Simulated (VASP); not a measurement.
# Zn (Pm-3m) in VASP: notebook

Zn is run at these levels: LDA; tasks: single point, relaxation of cell and atoms.

Program: VASP 6.6.1. These are calculated values, not measurements. Logs are shortened: lines on timing, memory, paths and dates and some standing lists are left out, and cuts for length are marked.

## (1) The cell of the first run

Symmetry: Pm-3m, No. 221, cubic system. The conventional cell has a = 2.403 Å, b = 2.403 Å, c = 2.403 Å, α = 90.00°, β = 90.00°, γ = 90.00°. Zn (site symmetry m-3m) has 6 Zn at 2.40 Å within 3.2 Å.

## (2) Single point, LDA

File INCAR:

```
PREC = Accurate ; ENCUT = 520
EDIFF = 1E-7 ; ISMEAR = -1
SIGMA = 0.1 ; LREAL = F
LASPH = T ; NELM = 100
ALGO = Normal ; ISIF = 2
LWAVE = F ; LCHARG = F
NBANDS = 12
```

File KPOINTS:

```
regular mesh
0
Gamma
  16 16 16
```

File POSCAR:

```
Zn
1.0
    2.4031649214      0.0000000000      0.0000000000
    0.0000000000      2.4031649214      0.0000000000
    0.0000000000      0.0000000000      2.4031649214
Zn
1
Direct
    0.0000000000      0.0000000000      0.0000000000
```

Potentials or basis: VASP PAW LDA potentials, release 64 (Zn).

Run with:

```
$ cat potpaw_LDA.64/Zn/POTCAR > POTCAR
$ mpirun -np 1 vasp_std > vasp.out
```

OUTCAR:

```text
PREC = Accurate
   ENCUT = 520
   EDIFF = 1E-7
   ISMEAR = -1
   LREAL = F
   LASPH = T
   NELM = 100
   ISIF = 2

 ion  position               nearest neighbor table
   1  0.000  0.000  0.000-

  LATTYP: Found a simple cubic cell.
 ALAT       =     2.4031649214

  Lattice vectors:

 A1 = (   2.4031649214,   0.0000000000,   0.0000000000)
 A2 = (   0.0000000000,   2.4031649214,   0.0000000000)
 A3 = (   0.0000000000,   0.0000000000,   2.4031649214)

Analysis of symmetry for initial positions (statically):
=====================================================================
 Subroutine PRICEL returns:
 Original cell was already a primitive cell.

 Routine SETGRP: Setting up the symmetry group for a
 simple cubic supercell.

 Subroutine GETGRP returns: Found 48 space group operations
 (whereof 48 operations were pure point group operations)
 out of a pool of 48 trial point group operations.

The static configuration has the point symmetry O_h .

Analysis of symmetry for dynamics (positions and initial velocities):
=====================================================================
 Subroutine PRICEL returns:
 Original cell was already a primitive cell.

 Routine SETGRP: Setting up the symmetry group for a
 simple cubic supercell.

 Subroutine GETGRP returns: Found 48 space group operations
 (whereof 48 operations were pure point group operations)
 out of a pool of 48 trial point group operations.

The dynamic configuration has the point symmetry O_h .

 Subroutine INISYM returns: Found 48 space group operations
 (whereof 48 operations are pure point group operations),
 and found     1 'primitive' translations

----------------------------------------------------------------------------------------

                                     Primitive cell

  volume of cell :      13.8788

  direct lattice vectors                    reciprocal lattice vectors
     2.403164921  0.000000000  0.000000000     0.416117925  0.000000000  0.000000000
     0.000000000  2.403164921  0.000000000     0.000000000  0.416117925  0.000000000
     0.000000000  0.000000000  2.403164921     0.000000000  0.000000000  0.416117925

  length of vectors
     2.403164921  2.403164921  2.403164921     0.416117925  0.416117925  0.416117925

  position of ions in fractional coordinates (direct lattice)
     0.000000000  0.000000000  0.000000000

  ion indices of the primitive-cell ions
   primitive index   ion index
                 1           1

----------------------------------------------------------------------------------------

 KPOINTS: regular mesh

Automatic generation of k-mesh.
 Grid dimensions read from file:
 generate k-points for:   16   16   16

 Generating k-lattice:

  Cartesian coordinates                     Fractional coordinates (reciprocal lattice)
     0.026007370  0.000000000  0.000000000     0.062500000  0.000000000  0.000000000
     0.000000000  0.026007370  0.000000000     0.000000000  0.062500000  0.000000000
     0.000000000  0.000000000  0.026007370     0.000000000  0.000000000  0.062500000

  Length of vectors
     0.026007370  0.026007370  0.026007370

  Shift w.r.t. Gamma in fractional coordinates (k-lattice)
     0.000000000  0.000000000  0.000000000

 Subroutine IBZKPT returns following result:
 ===========================================

 Found    165 irreducible k-points:

 Following reciprocal coordinates:
            Coordinates               Weight
  0.000000  0.000000  0.000000      1.000000
  0.062500  0.000000  0.000000      6.000000
  0.125000  0.000000  0.000000      6.000000
  0.187500  0.000000  0.000000      6.000000
  0.250000  0.000000  0.000000      6.000000
  0.312500  0.000000  0.000000      6.000000
[... 16 lines left out ...]
  0.437500  0.125000  0.000000     24.000000
  0.500000  0.125000  0.000000     12.000000
 [... further k-points ...]
   k-points           NKPTS =    165   k-points in BZ     NKDIM =    165   number of bands    NBANDS=     12
   number of dos      NEDOS =    301   number of ions     NIONS =      1
   total plane-waves  NPLWV =   5832
   dimension x,y,z NGX =    18 NGY =   18 NGZ =   18
   dimension x,y,z NGXF=    36 NGYF=   36 NGZF=   36
   ions per type =               1
   NGX,Y,Z   is equivalent  to a cutoff of  12.45, 12.45, 12.45 a.u.
   NGXF,Y,Z  is equivalent  to a cutoff of  24.90, 24.90, 24.90 a.u.
 SYSTEM =  unknown system
   PREC   = accura    normal or accurate (medium, high low for compatibility)
   ISTART =      0    job   : 0-new  1-cont  2-samecut
   ICHARG =      2    charge: 1-file 2-atom 10-const
   ISPIN  =      1    spin polarized calculation?
   LNONCOLLINEAR =      F non collinear calculations
   LSORBIT =      F    spin-orbit coupling
   LASPH  =      T    aspherical Exc in radial PAW
   ENCUT  =  520.0 eV  38.22 Ry    6.18 a.u.   4.47  4.47  4.47*2*pi/ulx,y,z
   NELM   =    100;   NELMIN=  2; NELMDL= -5     # of ELM steps
   EDIFF  = 0.1E-06   stopping-criterion for ELM
   LREAL  =      F    real-space projection
   EDIFFG = 0.1E-05   stopping-criterion for IOM
   NSW    =      0    number of steps for IOM
   IBRION =     -1    ionic relax: 0-MD 1-quasi-New 2-CG
   NFREE  =      0    steps in history (QN), initial steepest desc. (CG)
   ISIF   =      2    stress and relaxation
   ISYM   =      2    0-nonsym 1-usesym 2-fastsym
   POTIM  = 0.5000    time-step for ionic-motion
   TEBEG  =    0.0;   TEEND  =   0.0 temperature during run
   PSTRESS=    0.0 pullay stress
   NELECT =      12.0000    total number of electrons
   NUPDOWN=      -1.0000    fix difference up-down
   EMIN   =  10.00;   EMAX   =-10.00  energy-range for DOS
   EFERMI =   0.00;   METHOD = LEGACY
   ISMEAR =    -1;   SIGMA  =   0.10  broadening in eV -4-tet -1-fermi 0-gaus
   EFERMI_NEDOS =   21; number of points for ismear=-14 and -15
   IALGO  =     38    algorithm
   IMIX   =      4    mixing-type and parameters
     AMIX     =   0.40;   BMIX     =  1.00
     AMIX_MAG =   1.60;   BMIX_MAG =  1.00
  volume/ion in A,a.u.               =      13.88        93.66
  Fermi-wavevector in a.u.,A,eV,Ry     =   1.559618  2.947251 33.094939  2.432409
  Thomas-Fermi vector in A             =   2.662950
   LORBIT       =      0    0 simple, 1 ext, 2 COOP (PROOUT), +10 PAW based schemes
   GGA     = CA    functional components
   LHFCALC =     F    Hartree Fock is set to
   AEXX    =    0.0000 exact exchange contribution
   IVDW    =     0    specifies the selected vdW correction
   LEPSILON=     F    determine dielectric tensor
   LRPA    =     F    only Hartree local field effects (RPA)
 non-spin polarized calculation
  energy-cutoff  :      520.00
  volume of cell :       13.88
 maximum number of plane-waves:       388
 NGX is ok and might be reduce to    18
   NGX =  9   NGY =  9   NGZ =  9

 number of electron      12.0000037 magnetization

 Free energy of the ion-electron system (eV)
  ---------------------------------------------------
  ext. energy  EPLUGINS =         0.00000000
  ---------------------------------------------------
  free energy    TOTEN  =        -1.49422618 eV

  energy without entropy =       -1.48381404  energy(sigma->0) =       -1.48902011

 E-fermi :   3.3651     XC(G=0): -12.3074

 val. band max:        3.3645172441   @ k =   0.4375   0.2500   0.0000
 cond. band min:       3.3966653063   @ k =   0.4375   0.4375   0.1250
 fundamental gap:      0.0321480622
 Fermi energy:         3.3650572710

 k-point     1 :       0.0000    0.0000    0.0000
  band No.  band energies     occupation
      1      -7.6039      2.00000
      2      -5.6270      2.00000
      3      -5.6270      2.00000
      4      -3.7512      2.00000
      5      -3.7512      2.00000
      6      -3.7512      2.00000
      7      17.8799      0.00000
      8      17.8799      0.00000
      9      17.8799      0.00000
     10      21.1609      0.00000
     11      21.1609      0.00000
     12      25.1892      0.00000

 k-point     2 :       0.0625    0.0000    0.0000
  band No.  band energies     occupation
      1      -7.4990      2.00000
      2      -5.6190      2.00000
      3      -5.5910      2.00000
      4      -3.7734      2.00000
      5      -3.7734      2.00000
      6      -3.7494      2.00000
      7      16.2190      0.00000
      8      18.0080      0.00000
      9      18.0080      0.00000
     10      21.2286      0.00000
     11      22.4291      0.00000
     12      25.8022      0.00000

 k-point     3 :       0.1250    0.0000    0.0000
  band No.  band energies     occupation
      1      -7.1937      2.00000
      2      -5.5964      2.00000
      3      -5.4782      2.00000
      4      -3.8359      2.00000
      5      -3.8359      2.00000
      6      -3.7442      2.00000
      7      13.5976      0.00000
      8      18.3882      0.00000
      9      18.3882      0.00000
     10      21.4336      0.00000
     11      23.5255      0.00000
     12      27.9812      0.00000

 k-point     4 :       0.1875    0.0000    0.0000
  band No.  band energies     occupation
      1      -6.7269      2.00000
      2      -5.5623      2.00000
      3      -5.2627      2.00000
      4      -3.9282      2.00000
      5      -3.9282      2.00000
      6      -3.7363      2.00000
      7      10.9676      0.00000
      8      19.0079      0.00000
      9      19.0079      0.00000
     10      21.7793      0.00000
     11      24.0541      0.00000
     12      31.1340      0.00000

 k-point     5 :       0.2500    0.0000    0.0000
  band No.  band energies     occupation
      1      -6.2074      2.00000
      2      -5.5219      2.00000
      3      -4.8563      2.00000
      4      -4.0351      2.00000
      5      -4.0351      2.00000
      6      -3.7271      2.00000
      7       8.4573      0.00000
      8      19.8467      0.00000
      9      19.8467      0.00000
     10      22.2704      0.00000
     11      24.4809      0.00000
     12      32.9672      0.00000

 k-point     6 :       0.3125    0.0000    0.0000
  band No.  band energies     occupation
      1      -5.8079      2.00000
      2      -5.4813      2.00000
      3      -4.1401      2.00000
      4      -4.1401      2.00000
      5      -4.1133      2.00000
      6      -3.7179      2.00000
      7       6.1045      0.00000
      8      20.8745      0.00000
      9      20.8745      0.00000
     10      22.9114      0.00000
     11      24.9112      0.00000
     12      30.9581      0.00000

 k-point     7 :       0.3750    0.0000    0.0000
  band No.  band energies     occupation
      1      -5.5722      2.00000
      2      -5.4468      2.00000
      3      -4.2275      2.00000
      4      -4.2275      2.00000
      5      -3.7100      2.00000
      6      -3.0231      2.00000
      7       3.9309      0.00695
      8      22.0368      0.00000
      9      22.0368      0.00000
     10      23.7007      0.00000
     11      25.3314      0.00000
     12      29.1824      0.00000

 k-point     8 :       0.4375    0.0000    0.0000
  band No.  band energies     occupation
      1      -5.4474      2.00000
      2      -5.4235      2.00000
      3      -4.2852      2.00000
      4      -4.2852      2.00000
      5      -3.7048      2.00000
      6      -1.6918      2.00000
      7       1.9744      2.00000
      8      23.1860      0.00000
      9      23.1860      0.00000
     10      24.5974      0.00000
     11      25.6643      0.00000
     12      27.6901      0.00000
[... 166 lines left out ...]
 k-point    20 :       0.2500    0.1250    0.0000
  band No.  band energies     occupation
      1      -5.8893      2.00000
      2      -5.3838      2.00000
      3      -4.8493      2.00000
      4      -4.0248      2.00000
      5      -4.0029      2.00000
      6      -3.8065      2.00000
      7       8.8285      0.00000
      8      15.4314      0.00000
      9      20.3501      0.00000
     10      23.5693      0.00000
     11      27.3117      0.00000
     12      29.7573      0.00000

 k-point    21 :       0.3125    0.1250    0.0000
  band No.  band energies     occupation
      1      -5.5937      2.00000
      2      -5.3133      2.00000
      3      -4.5317      2.00000
      4      -4.1279      2.00000
      5      -3.7960      2.00000
      6      -3.6088      2.00000
      7       6.4831      0.00000
      8      16.3479      0.00000
      9      21.3789      0.00000
     10      24.1210      0.00000
     11      25.6802      0.00000
     12      29.9359      0.00000

 k-point    22 :       0.3750    0.1250    0.0000
  band No.  band energies     occupation
      1      -5.4496      2.00000
      2      -5.2234      2.00000
      3      -4.5219      2.00000
      4      -4.2140      2.00000
      5      -3.7871      2.00000
      6      -2.5735      2.00000
      7       4.3050      0.00017
      8      17.4471      0.00000
      9      22.5483      0.00000
     10      23.6521      0.00000
     11      24.9683      0.00000
     12      30.0399      0.00000

 k-point    23 :       0.4375    0.1250    0.0000
  band No.  band energies     occupation
      1      -5.3897      2.00000
      2      -5.1414      2.00000
      3      -4.5690      2.00000
      4      -4.2708      2.00000
      5      -3.7810      2.00000
      6      -1.2198      2.00000
      7       2.3217      1.99994
      8      18.6980      0.00000
      9      21.9663      0.00000
     10      23.7189      0.00000
     11      25.5793      0.00000
     12      28.7853      0.00000

 k-point    24 :       0.5000    0.1250    0.0000
  band No.  band energies     occupation
      1      -5.3730      2.00000
      2      -5.1085      2.00000
      3      -4.5911      2.00000
      4      -4.2906      2.00000
      5      -3.7789      2.00000
      6       0.0175      2.00000
      7       0.8794      2.00000
      8      19.7231      0.00000
      9      20.7810      0.00000
     10      24.3489      0.00000
     11      25.9030      0.00000
     12      27.9823      0.00000

 [... further k-points ...]
[... 5 lines left out ...]
  --------------------------------------------------------------------------------------
  -------------------------------------------------------------------------------------
  Total        1.3722506      1.3722506      1.3722506      0.0000000      0.0000000      0.0000000
  in kB      158.4139007    158.4139007    158.4139007      0.0000000      0.0000000      0.0000000
  external PRESSURE =     158.4139007 kB  Pullay stress =       0.0000000 kB

 VOLUME and BASIS-vectors are now :
 -----------------------------------------------------------------------------
  energy-cutoff  :      520.00
  volume of cell :       13.88
      direct lattice vectors                 reciprocal lattice vectors
     2.403164921  0.000000000  0.000000000     0.416117925  0.000000000  0.000000000
     0.000000000  2.403164921  0.000000000     0.000000000  0.416117925  0.000000000
     0.000000000  0.000000000  2.403164921     0.000000000  0.000000000  0.416117925

 POSITION                                       TOTAL-FORCE (eV/Angst)
 -----------------------------------------------------------------------------------
      0.00000      0.00000      0.00000         0.000000      0.000000      0.000000
 -----------------------------------------------------------------------------------
    total drift:                                0.000000      0.000000      0.000000

  FREE ENERGIE OF THE ION-ELECTRON SYSTEM (eV)
  ---------------------------------------------------
  free  energy   TOTEN  =        -1.4942261783 eV

  energy  without entropy=       -1.4838140442  energy(sigma->0) =       -1.48902011
```

It took 16 s on 1 thread of Intel Xeon Platinum 8259CL at 2.50GHz (Skylake/Cascade Lake), shared host; peak memory 0.13 GiB.

Results:

| Item | Value |
| --- | --- |
| Free energy | -1.4942 eV |
| Pressure | 15.8 GPa |
| Band gap on the k mesh | zero (band 6 reaches 9.94 eV, above the bottom of band 7 at 0.68 eV) |

(Continued in part 2 of 2.)
